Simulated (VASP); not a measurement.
Set up this calculation in VASP 6.6.1, as the native input.

| Property | Result |
| --- | --- |
| Task | single point |
| Functional | PBE |
| Potentials or basis | VASP PAW PBE potentials, release 64 (Cu) |
| Cutoff | 520 eV |
| k mesh | 19 × 19 × 19 |
| Occupations | fermi-dirac, width 0.08 eV |
| Spin | no spin polarisation |
| Dipole correction | no |
| Further INCAR settings | ALGO = Normal; EDIFF = 1e-06; NBANDS = 12 |

The structure of Cu lies in POSCAR:

```
Cu
1.0
    0.0000000000      1.8014548043      1.8014548043
    1.8014548043      0.0000000000      1.8014548043
    1.8014548043      1.8014548043      0.0000000000
Cu
1
Direct
    0.0000000000      0.0000000000      0.0000000000
```

This cell differs from its parent crystal: volume scaled by 0.99.

The input as run:

INCAR

```
PREC = Accurate ; ENCUT = 520
EDIFF = 1E-6 ; ISMEAR = -1
SIGMA = 0.08 ; LREAL = F
LASPH = T ; NELM = 100
ALGO = Normal ; ISIF = 2
LWAVE = F ; LCHARG = T
GGA = PE ; LELF = T
LVHAR = T ; NBANDS = 12
```

KPOINTS

```
regular mesh
0
Gamma
  19 19 19
```

Potentials or basis: VASP PAW PBE potentials, release 64 (Cu).

Command:

```sh
$ cat potpaw_PBE.64/Cu/POTCAR > POTCAR
$ mpirun -np 1 vasp_std > vasp.out
```

Results of the run:

```
Pressure : 3.8 GPa
```

Run time: 20 s on 1 thread of Intel(R) Xeon(R) 6975P-C (Granite Rapids), with other jobs on the host, peak memory 0.14 GiB.
